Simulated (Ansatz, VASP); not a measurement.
**Two plane-wave programs on Ga2SnO3**

```
CELL_PARAMETERS angstrom
2.97103 1.71533 2.82300
-2.97103 1.71533 2.82300
0.00000 -3.43065 2.82300
ATOMIC_POSITIONS crystal
Ga 0.66039 0.66039 0.66039
Ga 0.33961 0.33961 0.33961
Sn 0.00000 0.00000 0.00000
O 0.00000 0.50000 0.00000
O 0.50000 0.00000 0.00000
O 0.00000 0.00000 0.50000
```

Change from the starting cell: species swapped into the Zr2Al3Zn type (R-3m, No. 166).

Alike in both runs: functional PBE; k mesh 12 × 12 × 12; occupations gaussian, width 0.1 eV; no spin polarisation.

Ansatz relaxed the structure, and its values are those at the end. VASP's run is a single point on that final structure, the one shown.

|  | VASP | Ansatz |
| --- | --- | --- |
| version | VASP 6.6.1 | Ansatz 0.2.0 |
| potentials or method | VASP PAW PBE potentials, release 64 (Ga_d, Sn_d, O), cutoff 520 eV | scalar-relativistic, plane waves, PAW |
| valence electrons in the cell | 58 | 58 |

Ansatz gave:

| Quantity | Value |
| --- | --- |
| gap on the k mesh at the Fermi level (eV) | none |
| pressure (GPa) | 0.0 |
| rms of the force components (eV/Å) | 0.000 |

Problem. What did VASP give for the same quantities?

Solution. gap on the k mesh at the Fermi level (eV): none; pressure (GPa): 0.3; rms of the force components (eV/Å): 0.013.

A gap of «none» marks a metal or a gap that the smearing closes.
